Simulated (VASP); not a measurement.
Cd4SeS3:

```
Cd Se S
1.0
    -2.99647    2.99647    5.98915
     2.99647   -2.99647    5.98915
     2.99647    2.99647   -5.98915
Cd Se S
4 1 3
Cartesian
  -1.5412 1.5412 7.5215
  1.5412 -1.5412 7.5215
  1.4552 1.4552 -1.5324
  1.5412 1.5412 4.4568
  0.0000 0.0000 5.9891
  0.0000 2.9965 2.9946
  2.9965 0.0000 2.9946
  0.0000 0.0000 0.0000
```

Base run:

| Property | Result |
| --- | --- |
| Program | VASP 6.6.1 |
| Functional | PBE |
| Potentials or basis | VASP PAW PBE potentials, release 64 (Cd, Se, S) |
| Cutoff | 520 eV |
| k mesh | 6 × 6 × 6 |
| Occupations | gaussian, width 0.02 eV |
| Spin | no spin polarisation |

Its results: band gap on the k mesh 0.89 eV, direct; pressure 0.3 GPa; largest force 0.009 eV/Å.

**Question.** The run is repeated on the same cell with these changes: functional from PBE to r2SCAN; further incar settings from ALGO = Normal; EDIFF = 1e-07; NBANDS = 46 to ALGO = Normal; EDIFF = 1e-06; NBANDS = 46. What comes out?

**Answer.** Band gap on the k mesh 1.33 eV, direct; pressure -1.2 GPa; largest force 0.004 eV/Å.

Caveats: the PAW data sets were made with another functional, which shifts forces and pressure a little (some runs).

